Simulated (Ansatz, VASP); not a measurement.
# One calculation of C, two programs

Contents of INCAR:

```
PREC     = Accurate       # precision mode
ENCUT    = 520            # plane-wave cutoff, eV
EDIFF    = 1E-6           # SCF threshold, eV
ISMEAR   = 0              # smearing method
SIGMA    = 0.05           # smearing width, eV
LREAL    = False          # projectors in reciprocal space
LASPH    = True           # aspherical terms in the spheres
NELM     = 60             # most SCF steps
ALGO     = Normal         # electronic algorithm
ISIF     = 2              # what is computed and relaxed
LWAVE    = False          # write WAVECAR
LCHARG   = True           # write CHGCAR
GGA      = PE             # functional
LELF     = True           # ELF
LVHAR    = True         
NBANDS   = 26             # bands
```

File KPOINTS:

```
Automatic mesh
0
Gamma
  12 12 4
```

File POSCAR:

```
C
1.0
    2.5389641516      0.0000000000      0.0000000000
   -1.2694820758      2.1988074546      0.0000000000
    0.0000000000      0.0000000000      8.3736208784
C
8
Direct
   -0.0055028011     -0.0110056021      0.0929732494
   -0.0055028011     -0.0110056021      0.5929732494
   -0.0055028011     -0.0110056021      0.4070267506
   -0.0055028011     -0.0110056021      0.9070267506
    0.3388361344      0.6776722688      0.1555299995
    0.6721694677      0.3443389355      0.6555299995
    0.3388361344      0.6776722688      0.3444700005
    0.6721694677      0.3443389355      0.8444700005
```

Input for Ansatz:

```yaml
crystal:
  lattice:
    - [2.5389641516, 0.0, 0.0]
    - [-1.2694820758, 2.1988074546, 0.0]
    - [0.0, 0.0, 8.3736208784]
  atoms:
    - { symbol: C, position: [-0.0055028011, -0.0110056021, 0.0929732494] }
    - { symbol: C, position: [-0.0055028011, -0.0110056021, 0.5929732494] }
    - { symbol: C, position: [-0.0055028011, -0.0110056021, 0.4070267506] }
    - { symbol: C, position: [-0.0055028011, -0.0110056021, 0.9070267506] }
    - { symbol: C, position: [0.3388361344, 0.6776722688, 0.1555299995] }
    - { symbol: C, position: [0.6721694677, 0.3443389355, 0.6555299995] }
    - { symbol: C, position: [0.3388361344, 0.6776722688, 0.3444700005] }
    - { symbol: C, position: [0.6721694677, 0.3443389355, 0.8444700005] }
basis:
  ecutwfc: 520.0
kpoints:
  mp_grid: { grid: [12, 12, 4] }
hamiltonian:
  xc: pbe
  pseudopotentials: { kind: paw, azcp: { folder: soft_1 } }
scf:
  occupations: { method: gaussian, width: 0.05 }
output:
  forces: true
  stress: true
  eigenvalues: true
```

Change from the starting cell: mode 14 frozen in at -0.024 Å, equal normal strain along x, y and z +0.0083.

Alike in both runs: task single point; functional PBE; k mesh 12 × 12 × 4; occupations gaussian, width 0.05 eV; no spin polarisation.

```csv
,VASP,Ansatz
version,VASP 6.6.1,Ansatz 0.2.0
potentials or method,"VASP PAW PBE potentials, release 64 (C), cutoff 520 eV","scalar-relativistic, plane waves, PAW"
valence electrons in the cell,32,32
```

```csv
,VASP,Ansatz,Ansatz less VASP
gap on the k mesh at the Fermi level (eV),4.18,4.19,+0.009
least direct gap on the mesh (eV),4.82,4.83,+0.005
pressure (GPa),-8.9,-9.4,-0.54
"traceless stress, the component that is largest in VASP (GPa)",0.64,0.62,-0.020
rms of the force components (eV/Å),0.831,0.824,-0.0073
```

Atom by atom the forces differ by 0.008 eV/Å (rms over components). With one functional, cell and mesh, what is left measures potentials, basis and numerics.
